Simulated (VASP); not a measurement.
# SbMo in VASP: notebook

Runs on SbMo. Level: PBEsol. Tasks: single point.

Program: VASP 6.6.1. These are calculated values, not measurements. Logs are shortened: lines on timing, memory, paths and dates and some standing lists are left out, and cuts for length are marked.

**1. The cell of the first run**

It takes space group Fm-3m (No. 225, cubic). The conventional cell has a = 5.522 Å, b = 5.522 Å, c = 5.522 Å, α = 90.00°, β = 90.00°, γ = 90.00°. Mo (site symmetry m-3m) has 6 Sb at 2.76 Å within 3.6 Å. Within 3.6 Å of Sb (site symmetry m-3m) lie 6 Mo at 2.76 Å.

**2. Single point, PBEsol (volume scaled by 1.040)**

File INCAR:

```
SYSTEM = SbMo
PREC = Accurate
ENCUT = 520
EDIFF = 1E-7
ISMEAR = 0
SIGMA = 0.05
LREAL = .False.
LASPH = .True.
NELM = 80
ALGO = Normal
ISIF = 2
LWAVE = .False.
LCHARG = .True.
GGA = PS
LELF = .True.
LVHAR = .True.
NBANDS = 16
```

File KPOINTS:

```
Automatic mesh
0
Gamma
  10 10 10
  0 0 0
```

File POSCAR:

```
SbMo
1.0
    0.0000000000      2.7611986917      2.7611986917
    2.7611986917      0.0000000000      2.7611986917
    2.7611986917      2.7611986917      0.0000000000
Mo Sb
1 1
Direct
    0.5000000000      0.5000000000      0.5000000000
    0.0000000000      0.0000000000      0.0000000000
```

Potentials or basis: VASP PAW PBE potentials, release 64 (Mo_sv, Sb).

Started as:

```bash
cat potpaw_PBE.64/Mo_sv/POTCAR potpaw_PBE.64/Sb/POTCAR > POTCAR
mpirun -np 1 vasp_std > vasp.out
```

OUTCAR:

```text
SYSTEM = SbMo
   PREC = Accurate
   ENCUT = 520
   EDIFF = 1E-7
   ISMEAR = 0
   LREAL = .False.
   LASPH = .True.
   NELM = 80
   ISIF = 2
   GGA = PS

 ion  position               nearest neighbor table
   1  0.500  0.500  0.500-   2 2.76   2 2.76   2 2.76   2 2.76   2 2.76   2 2.76
   2  0.000  0.000  0.000-   1 2.76   1 2.76   1 2.76   1 2.76   1 2.76   1 2.76

  LATTYP: Found a face centered cubic cell.
 ALAT       =     5.5223973834

  Lattice vectors:

 A1 = (   0.0000000000,   2.7611986917,   2.7611986917)
 A2 = (   2.7611986917,   0.0000000000,   2.7611986917)
 A3 = (   2.7611986917,   2.7611986917,   0.0000000000)

Analysis of symmetry for initial positions (statically):
=====================================================================
 Subroutine PRICEL returns:
 Original cell was already a primitive cell.

 Routine SETGRP: Setting up the symmetry group for a
 face centered cubic supercell.

 Subroutine GETGRP returns: Found 48 space group operations
 (whereof 48 operations were pure point group operations)
 out of a pool of 48 trial point group operations.

The static configuration has the point symmetry O_h .

Analysis of symmetry for dynamics (positions and initial velocities):
=====================================================================
 Subroutine PRICEL returns:
 Original cell was already a primitive cell.

 Routine SETGRP: Setting up the symmetry group for a
 face centered cubic supercell.

 Subroutine GETGRP returns: Found 48 space group operations
 (whereof 48 operations were pure point group operations)
 out of a pool of 48 trial point group operations.

The dynamic configuration has the point symmetry O_h .

 Subroutine INISYM returns: Found 48 space group operations
 (whereof 48 operations are pure point group operations),
 and found     1 'primitive' translations

----------------------------------------------------------------------------------------

                                     Primitive cell

  volume of cell :      42.1040

  direct lattice vectors                    reciprocal lattice vectors
     0.000000000  2.761198692  2.761198692    -0.181080775  0.181080775  0.181080775
     2.761198692  0.000000000  2.761198692     0.181080775 -0.181080775  0.181080775
     2.761198692  2.761198692  0.000000000     0.181080775  0.181080775 -0.181080775

  length of vectors
     3.904924638  3.904924638  3.904924638     0.313641103  0.313641103  0.313641103

  position of ions in fractional coordinates (direct lattice)
     0.500000000  0.500000000  0.500000000
     0.000000000  0.000000000  0.000000000

  ion indices of the primitive-cell ions
   primitive index   ion index
                 1           1
                 2           2

----------------------------------------------------------------------------------------

 KPOINTS: Automatic mesh

Automatic generation of k-mesh.
 Grid dimensions read from file:
 generate k-points for:   10   10   10

 Generating k-lattice:

  Cartesian coordinates                     Fractional coordinates (reciprocal lattice)
    -0.018108078  0.018108078  0.018108078     0.100000000  0.000000000  0.000000000
     0.018108078 -0.018108078  0.018108078     0.000000000  0.100000000  0.000000000
     0.018108078  0.018108078 -0.018108078     0.000000000  0.000000000  0.100000000

  Length of vectors
     0.031364110  0.031364110  0.031364110

  Shift w.r.t. Gamma in fractional coordinates (k-lattice)
     0.000000000  0.000000000  0.000000000

 Subroutine IBZKPT returns following result:
 ===========================================

 Found     47 irreducible k-points:

 Following reciprocal coordinates:
            Coordinates               Weight
  0.000000  0.000000  0.000000      1.000000
  0.100000  0.000000  0.000000      8.000000
  0.200000  0.000000  0.000000      8.000000
  0.300000  0.000000  0.000000      8.000000
  0.400000  0.000000  0.000000      8.000000
  0.500000  0.000000  0.000000      4.000000
[... 16 lines left out ...]
  0.300000  0.300000  0.000000      6.000000
  0.400000  0.300000  0.000000     24.000000
 [... further k-points ...]
   k-points           NKPTS =     47   k-points in BZ     NKDIM =     47   number of bands    NBANDS=     16
   number of dos      NEDOS =    301   number of ions     NIONS =      2
   total plane-waves  NPLWV =  27000
   dimension x,y,z NGX =    30 NGY =   30 NGZ =   30
   dimension x,y,z NGXF=    60 NGYF=   60 NGZF=   60
   ions per type =               1   1
   NGX,Y,Z   is equivalent  to a cutoff of  12.77, 12.77, 12.77 a.u.
   NGXF,Y,Z  is equivalent  to a cutoff of  25.54, 25.54, 25.54 a.u.
 SYSTEM =  SbMo
   PREC   = accura    normal or accurate (medium, high low for compatibility)
   ISTART =      0    job   : 0-new  1-cont  2-samecut
   ICHARG =      2    charge: 1-file 2-atom 10-const
   ISPIN  =      1    spin polarized calculation?
   LNONCOLLINEAR =      F non collinear calculations
   LSORBIT =      F    spin-orbit coupling
   LASPH  =      T    aspherical Exc in radial PAW
   ENCUT  =  520.0 eV  38.22 Ry    6.18 a.u.   7.26  7.26  7.26*2*pi/ulx,y,z
   NELM   =     80;   NELMIN=  2; NELMDL= -5     # of ELM steps
   EDIFF  = 0.1E-06   stopping-criterion for ELM
   LREAL  =      F    real-space projection
   EDIFFG = 0.1E-05   stopping-criterion for IOM
   NSW    =      0    number of steps for IOM
   IBRION =     -1    ionic relax: 0-MD 1-quasi-New 2-CG
   NFREE  =      0    steps in history (QN), initial steepest desc. (CG)
   ISIF   =      2    stress and relaxation
   ISYM   =      2    0-nonsym 1-usesym 2-fastsym
   POTIM  = 0.5000    time-step for ionic-motion
   TEBEG  =    0.0;   TEEND  =   0.0 temperature during run
   PSTRESS=    0.0 pullay stress
   NELECT =      19.0000    total number of electrons
   NUPDOWN=      -1.0000    fix difference up-down
   EMIN   =  10.00;   EMAX   =-10.00  energy-range for DOS
   EFERMI =   0.00;   METHOD = LEGACY
   ISMEAR =     0;   SIGMA  =   0.05  broadening in eV -4-tet -1-fermi 0-gaus
   EFERMI_NEDOS =   21; number of points for ismear=-14 and -15
   IALGO  =     38    algorithm
   IMIX   =      4    mixing-type and parameters
     AMIX     =   0.40;   BMIX     =  1.00
     AMIX_MAG =   1.60;   BMIX_MAG =  1.00
  volume/ion in A,a.u.               =      21.05       142.07
  Fermi-wavevector in a.u.,A,eV,Ry     =   1.255698  2.372924 21.453344  1.576776
  Thomas-Fermi vector in A             =   2.389442
   LORBIT       =      0    0 simple, 1 ext, 2 COOP (PROOUT), +10 PAW based schemes
   GGA     = PS    functional components
   LHFCALC =     F    Hartree Fock is set to
   AEXX    =    0.0000 exact exchange contribution
   IVDW    =     0    specifies the selected vdW correction
   LEPSILON=     F    determine dielectric tensor
   LRPA    =     F    only Hartree local field effects (RPA)
 non-spin polarized calculation
 Gauss-broadening in eV      SIGMA  =   0.05
  energy-cutoff  :      520.00
  volume of cell :       42.10
 maximum number of plane-waves:      1158
 NGX is ok and might be reduce to    30
   NGX = 15   NGY = 15   NGZ = 15

 number of electron      19.0000002 magnetization

 Free energy of the ion-electron system (eV)
  ---------------------------------------------------
  ext. energy  EPLUGINS =         0.00000000
  ---------------------------------------------------
  free energy    TOTEN  =       -14.73518900 eV

  energy without entropy =      -14.73149625  energy(sigma->0) =      -14.73334263

 E-fermi :   9.9488     XC(G=0): -11.5367

 val. band max:        9.9486827907   @ k =   0.5000   0.1000   0.0000
 cond. band min:       9.9950241204   @ k =   0.5000   0.2000   0.1000
 fundamental gap:      0.0463413297
 Fermi energy:         9.9488341638

 k-point     1 :       0.0000    0.0000    0.0000
  band No.  band energies     occupation
      1     -50.8887      2.00000
      2     -25.0353      2.00000
      3     -25.0353      2.00000
      4     -25.0353      2.00000
      5      -1.9964      2.00000
      6       8.5651      2.00000
[... 8 lines left out ...]
     15      16.9642      0.00000
     16      21.3219      0.00000

 k-point     2 :       0.1000    0.0000    0.0000
  band No.  band energies     occupation
      1     -50.8884      2.00000
      2     -25.0410      2.00000
      3     -25.0353      2.00000
      4     -25.0353      2.00000
      5      -1.8469      2.00000
      6       8.1622      2.00000
[... 8 lines left out ...]
     15      17.1960      0.00000
     16      20.3288      0.00000

 k-point     3 :       0.2000    0.0000    0.0000
  band No.  band energies     occupation
      1     -50.8875      2.00000
      2     -25.0559      2.00000
      3     -25.0353      2.00000
      4     -25.0353      2.00000
      5      -1.4126      2.00000
      6       7.0278      2.00000
[... 8 lines left out ...]
     15      18.5028      0.00000
     16      19.3640      0.00000

 k-point     4 :       0.3000    0.0000    0.0000
  band No.  band energies     occupation
      1     -50.8865      2.00000
      2     -25.0743      2.00000
      3     -25.0353      2.00000
      4     -25.0353      2.00000
      5      -0.7446      2.00000
      6       5.5923      2.00000
[... 8 lines left out ...]
     15      18.0528      0.00000
     16      18.0528      0.00000

 k-point     5 :       0.4000    0.0000    0.0000
  band No.  band energies     occupation
      1     -50.8857      2.00000
      2     -25.0891      2.00000
      3     -25.0353      2.00000
      4     -25.0353      2.00000
      5       0.0155      2.00000
      6       4.3045      2.00000
[... 8 lines left out ...]
     15      16.9897      0.00000
     16      16.9897      0.00000

 k-point     6 :       0.5000    0.0000    0.0000
  band No.  band energies     occupation
      1     -50.8854      2.00000
      2     -25.0947      2.00000
      3     -25.0353      2.00000
      4     -25.0353      2.00000
      5       0.4317      2.00000
      6       3.7052      2.00000
[... 8 lines left out ...]
     15      16.2571      0.00000
     16      16.2571      0.00000

 k-point     7 :       0.1000    0.1000    0.0000
  band No.  band energies     occupation
      1     -50.8883      2.00000
      2     -25.0391      2.00000
      3     -25.0372      2.00000
      4     -25.0372      2.00000
      5      -1.8002      2.00000
      6       7.8947      2.00000
[... 8 lines left out ...]
     15      17.4022      0.00000
     16      20.1676      0.00000

 k-point     8 :       0.2000    0.1000    0.0000
  band No.  band energies     occupation
      1     -50.8876      2.00000
      2     -25.0506      2.00000
      3     -25.0388      2.00000
      4     -25.0364      2.00000
      5      -1.4704      2.00000
      6       6.9934      2.00000
[... 8 lines left out ...]
     15      18.2131      0.00000
     16      18.9487      0.00000

 k-point     9 :       0.3000    0.1000    0.0000
  band No.  band energies     occupation
      1     -50.8866      2.00000
      2     -25.0678      2.00000
      3     -25.0394      2.00000
      4     -25.0362      2.00000
      5      -0.8969      2.00000
      6       5.9140      2.00000
[... 8 lines left out ...]
     15      17.5422      0.00000
     16      18.8783      0.00000
[... 172 lines left out ...]
 k-point    19 :       0.5000    0.2000    0.0000
  band No.  band energies     occupation
      1     -50.8847      2.00000
      2     -25.0856      2.00000
      3     -25.0488      2.00000
      4     -25.0426      2.00000
      5       0.2459      2.00000
      6       4.5307      2.00000
[... 8 lines left out ...]
     15      17.9960      0.00000
     16      19.2647      0.00000

 k-point    20 :      -0.4000    0.2000    0.0000
  band No.  band energies     occupation
      1     -50.8847      2.00000
      2     -25.0860      2.00000
      3     -25.0527      2.00000
      4     -25.0390      2.00000
      5       0.3860      2.00000
      6       4.3384      2.00000
[... 8 lines left out ...]
     15      18.3601      0.00000
     16      19.0267      0.00000

 k-point    21 :      -0.3000    0.2000    0.0000
  band No.  band energies     occupation
      1     -50.8852      2.00000
      2     -25.0788      2.00000
      3     -25.0543      2.00000
      4     -25.0354      2.00000
      5       0.0023      2.00000
      6       4.7859      2.00000
[... 8 lines left out ...]
     15      17.9625      0.00000
     16      18.3997      0.00000

 k-point    22 :      -0.2000    0.2000    0.0000
  band No.  band energies     occupation
      1     -50.8861      2.00000
      2     -25.0692      2.00000
      3     -25.0505      2.00000
      4     -25.0332      2.00000
      5      -0.5882      2.00000
      6       5.5748      2.00000
[... 8 lines left out ...]
     15      17.5173      0.00000
     16      18.0062      0.00000

 k-point    23 :       0.3000    0.3000    0.0000
  band No.  band energies     occupation
      1     -50.8855      2.00000
      2     -25.0660      2.00000
      3     -25.0489      2.00000
      4     -25.0489      2.00000
      5      -0.6090      2.00000
      6       5.4468      2.00000
[... 8 lines left out ...]
     15      18.2779      0.00000
     16      20.3236      0.00000

 k-point    24 :       0.4000    0.3000    0.0000
  band No.  band energies     occupation
      1     -50.8847      2.00000
      2     -25.0752      2.00000
      3     -25.0520      2.00000
      4     -25.0506      2.00000
      5      -0.2508      2.00000
      6       5.2407      2.00000
[... 8 lines left out ...]
     15      18.3003      0.00000
     16      20.4771      0.00000

 [... further k-points ...]

------------------------ aborting loop because EDIFF is reached ----------------------------------------

  FORCE on cell =-STRESS in cart. coord.  units (eV):
  Direction    XX          YY          ZZ          XY          YZ          ZX
  --------------------------------------------------------------------------------------
  -------------------------------------------------------------------------------------
  Total       -1.2995112     -1.2995112     -1.2995112     -0.0000000     -0.0000000      0.0000000
  in kB      -49.4501541    -49.4501541    -49.4501541     -0.0000000     -0.0000000      0.0000000
  external PRESSURE =     -49.4501541 kB  Pullay stress =       0.0000000 kB

 VOLUME and BASIS-vectors are now :
 -----------------------------------------------------------------------------
  energy-cutoff  :      520.00
  volume of cell :       42.10
      direct lattice vectors                 reciprocal lattice vectors
     0.000000000  2.761198692  2.761198692    -0.181080775  0.181080775  0.181080775
     2.761198692  0.000000000  2.761198692     0.181080775 -0.181080775  0.181080775
     2.761198692  2.761198692  0.000000000     0.181080775  0.181080775 -0.181080775

 POSITION                                       TOTAL-FORCE (eV/Angst)
 -----------------------------------------------------------------------------------
      2.76120      2.76120      2.76120         0.000000      0.000000      0.000000
      0.00000      0.00000      0.00000        -0.000000     -0.000000     -0.000000
 -----------------------------------------------------------------------------------
    total drift:                                0.000000     -0.000000      0.000000

  FREE ENERGIE OF THE ION-ELECTRON SYSTEM (eV)
  ---------------------------------------------------
  free  energy   TOTEN  =       -14.7351889983 eV

  energy  without entropy=      -14.7314962532  energy(sigma->0) =      -14.73334263
```

It took 48 s on 1 thread of Intel Xeon 8259CL, shared host; peak memory 0.19 GiB.

What came out:

* Free energy: -14.7352 eV
* Pressure: -4.9 GPa

Levels at points of the mesh, in eV from the Fermi level:
| k point | band 7 | band 8 | band 9 | band 10 | band 11 | band 12 | band 13 | band 14 |
| --- | --- | --- | --- | --- | --- | --- | --- | --- |
| (0.00, 0.00, 0.00) | -1.38 | -1.38 | -0.96 | -0.96 | 1.17 | 1.17 | 1.17 | 6.39 |
| (0.50, 0.00, 0.00) | -3.60 | -3.60 | -0.04 | -0.04 | 0.65 | 3.87 | 6.26 | 6.26 |
| (0.50, 0.50, 0.00) | -2.71 | -1.33 | -1.33 | -0.31 | 0.50 | 0.50 | 1.46 | 3.86 |

Caveat: the PAW data sets were made with another functional, which shifts forces and pressure a little; spin-orbit coupling is left out, which moves the levels of the heavy elements.

**3. Single point, PBEsol (atom 1 (Mo) moved 0.12 Å along y)**

File INCAR:

```
  PREC = Accurate
  ENCUT = 520
  EDIFF = 1E-6
  ISMEAR = 0
  SIGMA = 0.05
  LREAL = F
  LASPH = T
  NELM = 80
  ALGO = Normal
  ISIF = 2
  LWAVE = F
  LCHARG = F
  GGA = PS
  NBANDS = 16
```

File KPOINTS:

```
Automatic mesh
0
Gamma
  10 10 10
```

File POSCAR:

```
SbMo
1.0
    0.0000000000      2.7253349091      2.7253349091
    2.7253349091      0.0000000000      2.7253349091
    2.7253349091      2.7253349091      0.0000000000
Mo Sb
1 1
Direct
    0.5220156428      0.4779843572      0.5220156428
    0.0000000000      0.0000000000      0.0000000000
```

Potentials or basis: VASP PAW PBE potentials, release 64 (Mo_sv, Sb).

Started as:

```bash
cat potpaw_PBE.64/Mo_sv/POTCAR potpaw_PBE.64/Sb/POTCAR > POTCAR
mpirun -np 1 vasp_std > vasp.out
```

Wall time 85 s (1 thread of Intel Xeon 8259CL, shared host); peak memory 0.22 GiB.

The run converged. Its results:

* Free energy: -14.7044 eV
* Pressure: 1.0 GPa
* Largest force: 0.963 eV/Å

Forces on the atoms (eV/Å):
```
Mo   0.000 -0.963  0.000
Sb   0.000  0.963  0.000
```

Stress tensor (GPa, compression positive):
```
-0.18  0.00  0.00
 0.00  3.46  0.00
 0.00  0.00 -0.18
```

Levels at points of the mesh, in eV from the Fermi level:
```tsv
k point	band 6	band 7	band 8	band 9	band 10	band 11	band 12	band 13	band 14	band 15
(0.00, 0.00, 0.00)	-1.54	-1.54	-1.47	-1.13	-0.99	1.37	1.37	1.48	6.86	6.93
(0.50, 0.00, 0.00)	-6.45	-3.73	-3.72	-0.04	-0.04	0.71	3.86	6.18	6.20	6.89
(0.50, 0.50, 0.00)	-4.66	-2.99	-1.42	-1.19	-0.19	0.51	0.54	1.61	4.16	8.95
(0.50, 0.00, 0.50)	-4.64	-2.87	-1.33	-1.33	-0.29	0.52	0.52	1.55	4.21	8.97
```

Caveat: the cell differs from its parent crystal (atom 1 (Mo) moved 0.12 Å along y); the PAW data sets were made with another functional, which shifts forces and pressure a little; spin-orbit coupling is left out, which moves the levels of the heavy elements.
